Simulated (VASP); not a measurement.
Here is a VASP 6.6.1 calculation.

File POSCAR:

```
TlSnCl3
1.0
    5.5770921796      0.0000000000      0.0000000000
    0.0000000000      5.5770921796      0.0000000000
    0.0000000000      0.0000000000      5.5770921796
Tl Sn Cl
1 1 3
Direct
    0.0000000000      0.0000000000      0.0000000000
    0.5000000000      0.5000000000      0.5000000000
    0.5000000000      0.5000000000      0.0000000000
    0.5000000000      0.0000000000      0.5000000000
    0.0000000000      0.5000000000      0.5000000000
```

File INCAR.step1:

```
PREC = Accurate ; ENCUT = 600
ISMEAR = -1 ; SIGMA = 0.02
LREAL = False ; LASPH = True
NELM = 60 ; GGA = PE
ALGO = Normal ; EDIFF = 1E-4
LWAVE = True ; LCHARG = False
```

INCAR.step2

```
PREC = Accurate ; ENCUT = 600
EDIFF = 1E-6 ; ISMEAR = -1
SIGMA = 0.02 ; LREAL = False
LASPH = True ; NELM = 60
ALGO = Normal ; ISIF = 3
LWAVE = False ; LCHARG = False
METAGGA = R2SCAN ; LMIXTAU = True
IBRION = 2 ; NSW = 80
EDIFFG = -0.005 ; ISTART = 1
```

File KPOINTS:

```
regular mesh
0
Gamma
  4 4 4
```

Potentials or basis: VASP PAW PBE potentials, release 64 (Tl_d, Sn_d, Cl).

The run is started by

```sh
$ cat potpaw_PBE.64/Tl_d/POTCAR potpaw_PBE.64/Sn_d/POTCAR potpaw_PBE.64/Cl/POTCAR > POTCAR
$ cp INCAR.step1 INCAR
$ mpirun -np 1 vasp_std > vasp.out
$ cp INCAR.step2 INCAR
$ mpirun -np 1 vasp_std > vasp.out
```

**Question.** Predict the band gap on the k mesh.

**Answer.** 0.74 eV (least direct gap 0.93 eV).

**Question.** What does it give for the space group after relaxing (to 0.1 Å)?

**Answer.** Pm-3m (No. 221).

Step by step:
```
step  energy change (eV)  largest force (eV/Å)  pressure (GPa)  volume (Å³)
   1              0.0000                0.0000           -0.78       173.47
   2             -0.0129                0.0000           -0.18       169.24
   3             -0.0135                0.0000            0.00       168.05
```

Caveat: the PAW data sets were made with another functional, which shifts forces and pressure a little; spin-orbit coupling is left out, which moves the levels of the heavy elements. A k mesh can miss the band edges.
